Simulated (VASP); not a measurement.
# SiO2 (rutile type) (P4_2/mnm) in VASP: relaxation of shape and atoms at fixed volume with PBE

Aim: the relaxation of shape and atoms at fixed volume of SiO2 (rutile type) with PBE.

Program: VASP 6.6.1. These are calculated values, not measurements. Logs are shortened: lines on timing, memory, paths and dates and some standing lists are left out, and cuts for length are marked.

## Step 1: The cell of the first run

Symmetry: P4_2/mnm, No. 136, tetragonal system. Conventional cell: a = 3.612 Å, b = 3.612 Å, c = 2.294 Å, α = 90.00°, β = 90.00°, γ = 90.00°. Si (site symmetry mmm) has 6 O at 1.51 to 1.57 Å within 2.0 Å. Within 2.0 Å of O (site symmetry m2m) lie 3 Si at 1.51 to 1.57 Å and 1 O at 1.97 Å.

## Step 2: Relaxation of shape and atoms at fixed volume, PBE

INCAR

```
SYSTEM = SiO2
PREC     = Accurate       ! precision mode
ENCUT    = 600            ! plane-wave cutoff, eV
EDIFF    = 1E-6           ! SCF threshold, eV
ISMEAR   = -1             ! smearing method
SIGMA    = 0.1            ! smearing width, eV
LREAL    = .FALSE.        ! projectors in reciprocal space
LASPH    = .TRUE.         ! aspherical terms in the spheres
NELM     = 80             ! most SCF steps
ALGO     = Normal         ! electronic algorithm
ISIF     = 4              ! what is computed and relaxed
LWAVE    = .FALSE.        ! write WAVECAR
LCHARG   = .FALSE.        ! write CHGCAR
GGA      = PE             ! functional
IBRION   = 2              ! ionic algorithm
NSW      = 50             ! ionic steps
EDIFFG   = -0.005         ! ionic threshold
```

KPOINTS

```
Automatic mesh
0
G
  7 7 10
  0 0 0
```

POSCAR

```
SiO2
1.0
    3.6122841262      0.0000000000      0.0000000000
    0.0000000000      3.6122841262      0.0000000000
    0.0000000000      0.0000000000      2.2941369761
Si O
2 4
Direct
    0.0000000000      0.0000000000      0.0000000000
    0.5000000000      0.5000000000      0.5000000000
    0.3069894258      0.3069894258      0.0000000000
    0.6930105742      0.6930105742      0.0000000000
    0.8069894258      0.1930105742      0.5000000000
    0.1930105742      0.8069894258      0.5000000000
```

Potentials or basis: VASP PAW PBE potentials, release 64 (Si, O).

Launch:

```bash
cat potpaw_PBE.64/Si/POTCAR potpaw_PBE.64/O/POTCAR > POTCAR
mpirun -np 1 vasp_std > vasp.out
```

OUTCAR:

```text
SYSTEM = SiO2
   PREC = Accurate
   ENCUT = 600
   EDIFF = 1E-6
   ISMEAR = -1
   LREAL = .FALSE.
   LASPH = .TRUE.
   NELM = 80
   ISIF = 4
   GGA = PE
   IBRION = 2
   NSW = 50
   EDIFFG = -0.005

 ion  position               nearest neighbor table
   1  0.000  0.000  0.000-   5 1.51   6 1.51   5 1.51   6 1.51   3 1.57   4 1.57   2 2.80   2 2.80
                             2 2.80   2 2.80   2 2.80   2 2.80   2 2.80   2 2.80
   2  0.500  0.500  0.500-   3 1.51   4 1.51   3 1.51   4 1.51   5 1.57   6 1.57   1 2.80   1 2.80
                             1 2.80   1 2.80   1 2.80   1 2.80   1 2.80   1 2.80
   3  0.307  0.307  0.000-   2 1.51   2 1.51   1 1.57
   4  0.693  0.693  0.000-   2 1.51   2 1.51   1 1.57
   5  0.807  0.193  0.500-   1 1.51   1 1.51   2 1.57
   6  0.193  0.807  0.500-   1 1.51   1 1.51   2 1.57

  LATTYP: Found a simple tetragonal cell.
 ALAT       =     3.6122841262
 C/A-ratio  =     0.6350931698

  Lattice vectors:

 A1 = (   3.6122841262,   0.0000000000,   0.0000000000)
 A2 = (   0.0000000000,   3.6122841262,   0.0000000000)
 A3 = (   0.0000000000,   0.0000000000,   2.2941369761)

Analysis of symmetry for initial positions (statically):
=====================================================================
 Subroutine PRICEL returns:
 Original cell was already a primitive cell.

 Routine SETGRP: Setting up the symmetry group for a
 simple tetragonal supercell.

 Subroutine GETGRP returns: Found 16 space group operations
 (whereof  8 operations were pure point group operations)
 out of a pool of 16 trial point group operations.

The static configuration has the point symmetry D_2h.
 The point group associated with its full space group is D_4h.

Analysis of symmetry for dynamics (positions and initial velocities):
=====================================================================
 Subroutine PRICEL returns:
 Original cell was already a primitive cell.

 Routine SETGRP: Setting up the symmetry group for a
 simple tetragonal supercell.

 Subroutine GETGRP returns: Found 16 space group operations
 (whereof  8 operations were pure point group operations)
 out of a pool of 16 trial point group operations.

The dynamic configuration has the point symmetry D_2h.
 The point group associated with its full space group is D_4h.

 Subroutine INISYM returns: Found 16 space group operations
 (whereof  8 operations are pure point group operations),
 and found     1 'primitive' translations

----------------------------------------------------------------------------------------

                                     Primitive cell

  volume of cell :      29.9353

  direct lattice vectors                    reciprocal lattice vectors
     3.612284126  0.000000000  0.000000000     0.276833152  0.000000000  0.000000000
     0.000000000  3.612284126  0.000000000     0.000000000  0.276833152  0.000000000
     0.000000000  0.000000000  2.294136976     0.000000000  0.000000000  0.435893763

  length of vectors
     3.612284126  3.612284126  2.294136976     0.276833152  0.276833152  0.435893763

  position of ions in fractional coordinates (direct lattice)
     0.000000000  0.000000000  0.000000000
     0.500000000  0.500000000  0.500000000
     0.306989426  0.306989426  0.000000000
     0.693010574  0.693010574  0.000000000
     0.806989426  0.193010574  0.500000000
     0.193010574  0.806989426  0.500000000

  ion indices of the primitive-cell ions
   primitive index   ion index
                 1           1
                 2           2
                 3           3
                 4           4
                 5           5
                 6           6

----------------------------------------------------------------------------------------

 KPOINTS: Automatic mesh

Automatic generation of k-mesh.
 Grid dimensions read from file:
 generate k-points for:    7    7   10

 Generating k-lattice:

  Cartesian coordinates                     Fractional coordinates (reciprocal lattice)
     0.039547593  0.000000000  0.000000000     0.142857143  0.000000000  0.000000000
     0.000000000  0.039547593  0.000000000     0.000000000  0.142857143  0.000000000
     0.000000000  0.000000000  0.043589376     0.000000000  0.000000000  0.100000000

  Length of vectors
     0.039547593  0.039547593  0.043589376

  Shift w.r.t. Gamma in fractional coordinates (k-lattice)
     0.000000000  0.000000000  0.000000000

 Subroutine IBZKPT returns following result:
 ===========================================

 Found     60 irreducible k-points:

 Following reciprocal coordinates:
            Coordinates               Weight
  0.000000  0.000000  0.000000      1.000000
  0.142857  0.000000  0.000000      4.000000
  0.285714  0.000000  0.000000      4.000000
  0.428571  0.000000  0.000000      4.000000
  0.142857  0.142857  0.000000      4.000000
  0.285714  0.142857  0.000000      8.000000
[... 16 lines left out ...]
  0.285714  0.000000  0.200000      8.000000
  0.428571  0.000000  0.200000      8.000000
 [... further k-points ...]
   k-points           NKPTS =     60   k-points in BZ     NKDIM =     60   number of bands    NBANDS=     20
   number of dos      NEDOS =    301   number of ions     NIONS =      6
   total plane-waves  NPLWV =  16200
   dimension x,y,z NGX =    30 NGY =   30 NGZ =   18
   dimension x,y,z NGXF=    60 NGYF=   60 NGZF=   36
   ions per type =               2   4
   NGX,Y,Z   is equivalent  to a cutoff of  13.81, 13.81, 13.04 a.u.
   NGXF,Y,Z  is equivalent  to a cutoff of  27.61, 27.61, 26.09 a.u.
 SYSTEM =  SiO2
   PREC   = accura    normal or accurate (medium, high low for compatibility)
   ISTART =      0    job   : 0-new  1-cont  2-samecut
   ICHARG =      2    charge: 1-file 2-atom 10-const
   ISPIN  =      1    spin polarized calculation?
   LNONCOLLINEAR =      F non collinear calculations
   LSORBIT =      F    spin-orbit coupling
   LASPH  =      T    aspherical Exc in radial PAW
   ENCUT  =  600.0 eV  44.10 Ry    6.64 a.u.   7.21  7.21  4.58*2*pi/ulx,y,z
   NELM   =     80;   NELMIN=  2; NELMDL= -5     # of ELM steps
   EDIFF  = 0.1E-05   stopping-criterion for ELM
   LREAL  =      F    real-space projection
   EDIFFG = -.5E-02   stopping-criterion for IOM
   NSW    =     50    number of steps for IOM
   IBRION =      2    ionic relax: 0-MD 1-quasi-New 2-CG
   NFREE  =      1    steps in history (QN), initial steepest desc. (CG)
   ISIF   =      4    stress and relaxation
   ISYM   =      2    0-nonsym 1-usesym 2-fastsym
   POTIM  = 0.5000    time-step for ionic-motion
   TEBEG  =    0.0;   TEEND  =   0.0 temperature during run
   PSTRESS=    0.0 pullay stress
   NELECT =      32.0000    total number of electrons
   NUPDOWN=      -1.0000    fix difference up-down
   EMIN   =  10.00;   EMAX   =-10.00  energy-range for DOS
   EFERMI =   0.00;   METHOD = LEGACY
   ISMEAR =    -1;   SIGMA  =   0.10  broadening in eV -4-tet -1-fermi 0-gaus
   EFERMI_NEDOS =   21; number of points for ismear=-14 and -15
   IALGO  =     38    algorithm
   IMIX   =      4    mixing-type and parameters
     AMIX     =   0.40;   BMIX     =  1.00
     AMIX_MAG =   1.60;   BMIX_MAG =  1.00
  volume/ion in A,a.u.               =       4.99        33.67
  Fermi-wavevector in a.u.,A,eV,Ry     =   1.673904  3.163219 38.122888  2.801953
  Thomas-Fermi vector in A             =   2.758793
   LORBIT       =      0    0 simple, 1 ext, 2 COOP (PROOUT), +10 PAW based schemes
   GGA     = PE    functional components
   LHFCALC =     F    Hartree Fock is set to
   AEXX    =    0.0000 exact exchange contribution
   IVDW    =     0    specifies the selected vdW correction
   LEPSILON=     F    determine dielectric tensor
   LRPA    =     F    only Hartree local field effects (RPA)
 conjugate gradient relaxation of ions
 non-spin polarized calculation
  energy-cutoff  :      600.00
  volume of cell :       29.94
 maximum number of plane-waves:      1021
 NGX is ok and might be reduce to    30
   NGX = 15   NGY = 15   NGZ =  9

--------------------------------------- Ionic step        1  -------------------------------------------

 number of electron      32.0000014 magnetization

 Free energy of the ion-electron system (eV)
  ---------------------------------------------------
  ext. energy  EPLUGINS =         0.00000000
  ---------------------------------------------------
  free energy    TOTEN  =       -31.77890375 eV

  energy without entropy =      -31.77890375  energy(sigma->0) =      -31.77890375

------------------------ aborting loop because EDIFF is reached ----------------------------------------

  FORCE on cell =-STRESS in cart. coord.  units (eV):
  Direction    XX          YY          ZZ          XY          YZ          ZX
  --------------------------------------------------------------------------------------
  -------------------------------------------------------------------------------------
  Total       65.3615772     65.3615772     80.2789065      0.0000000      0.0000000      0.0000000
  in kB     3498.2428525   3498.2428525   4296.6391436      0.0000000      0.0000000      0.0000000
  external PRESSURE =    3764.3749495 kB  Pullay stress =       0.0000000 kB
[... 265 lines left out ...]
  energy  without entropy=      -32.4453306931  energy(sigma->0) =      -32.44533069

--------------------------------------- Ionic step        8  -------------------------------------------

 number of electron      32.0000025 magnetization

 Free energy of the ion-electron system (eV)
  ---------------------------------------------------
  ext. energy  EPLUGINS =         0.00000000
  ---------------------------------------------------
  free energy    TOTEN  =       -32.44821426 eV

  energy without entropy =      -32.44821426  energy(sigma->0) =      -32.44821426

 E-fermi :  17.6585     XC(G=0): -14.7574

 val. band max:       15.7793833030   @ k =   0.0000   0.0000   0.0000
 cond. band min:      22.8964624957   @ k =   0.0000   0.0000   0.0000
 fundamental gap:      7.1170791926
 Fermi energy:        17.6584831124

 k-point     1 :       0.0000    0.0000    0.0000
  band No.  band energies     occupation
      1     -12.4479      2.00000
      2      -6.1655      2.00000
      3      -6.1655      2.00000
      4      -5.0771      2.00000
      5       1.3272      2.00000
      6       4.5382      2.00000
[... 12 lines left out ...]
     19      27.5385      0.00000
[... 513 lines left out ...]
      4      -4.6885      2.00000
      5       2.8495      2.00000
      6       3.6344      2.00000
[... 12 lines left out ...]
     19      30.0830      0.00000
     20      30.2826      0.00000

 [... further k-points ...]
[... 5 lines left out ...]
  --------------------------------------------------------------------------------------
  -------------------------------------------------------------------------------------
  Total       68.0377052     68.0377052     68.0352346      0.0000000      0.0000000      0.0000000
  in kB     3641.4729620   3641.4729620   3641.3407287      0.0000000      0.0000000      0.0000000
  external PRESSURE =    3641.4288843 kB  Pullay stress =       0.0000000 kB
[... 21 lines left out ...]
  FREE ENERGIE OF THE ION-ELECTRON SYSTEM (eV)
  ---------------------------------------------------
  free  energy   TOTEN  =       -32.4482142633 eV

  energy  without entropy=      -32.4482142632  energy(sigma->0) =      -32.44821426

 reached required accuracy - stopping structural energy minimisation
```

Run time: 4.5 min. Hardware: 1 thread of Intel Xeon 8259CL, shared host; peak memory 0.16 GiB.

What came out:

```
Free energy             : -32.4482 eV
Pressure after relaxing : 364.1 GPa
Band gap on the k mesh  : 7.12 eV
```

Final structure:
```
CELL_PARAMETERS angstrom
3.57405 0.00000 0.00000
0.00000 3.57405 0.00000
0.00000 0.00000 2.34349
ATOMIC_POSITIONS crystal
Si 0.00000 0.00000 0.00000
Si 0.50000 0.50000 0.50000
O 0.29837 0.29837 0.00000
O 0.70163 0.70163 0.00000
O 0.79837 0.20163 0.50000
O 0.20163 0.79837 0.50000
```

Levels at points of the mesh, in eV from the valence-band top:
| k point | band 13 | band 14 | band 15 | band 16 | band 17 | band 18 | band 19 | band 20 |
| --- | --- | --- | --- | --- | --- | --- | --- | --- |
| (0.00, 0.00, 0.00) | -2.65 | -1.21 | -1.21 | 0.00 | 7.12 | 11.76 | 11.76 | 11.88 |
| (0.00, 0.00, 0.50) | -6.24 | -6.24 | -4.50 | -4.50 | 14.59 | 14.59 | 16.80 | 16.80 |

A k mesh can miss the band edges.
